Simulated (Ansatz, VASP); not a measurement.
# One calculation of BAs, two programs

```
CELL_PARAMETERS angstrom
0.00000 2.40441 2.40441
2.40441 0.00000 2.40441
2.40441 2.40441 0.00000
ATOMIC_POSITIONS crystal
B 0.00000 0.00000 0.00000
As 0.25000 0.25000 0.25000
```

Alike in both runs: task relaxation of cell and atoms; functional LDA; k mesh 10 × 10 × 10; occupations gaussian, width 0.02 eV; no spin polarisation.

|  | VASP | Ansatz |
| --- | --- | --- |
| version | VASP 6.6.1 | Ansatz 0.2.0 |
| potentials or method | VASP PAW LDA potentials, release 64 (B, As_d), cutoff 600 eV | scalar-relativistic, plane waves, PAW |
| valence electrons in the cell | 18 | 18 |

|  | VASP | Ansatz | Ansatz less VASP |
| --- | --- | --- | --- |
| gap on the k mesh at the Fermi level, each at its own relaxed structure (eV) | 1.10 | 1.10 | +0.001 |
| relaxed volume (Å³/atom) | 13.28 | 13.25 | -0.027 |
| relaxed cell length with the largest relative difference (Å) | 3.349 | 3.346 | -0.0022 |

LDA's correlation is that of Perdew and Zunger in VASP and of Perdew and Wang (1992) in Ansatz.
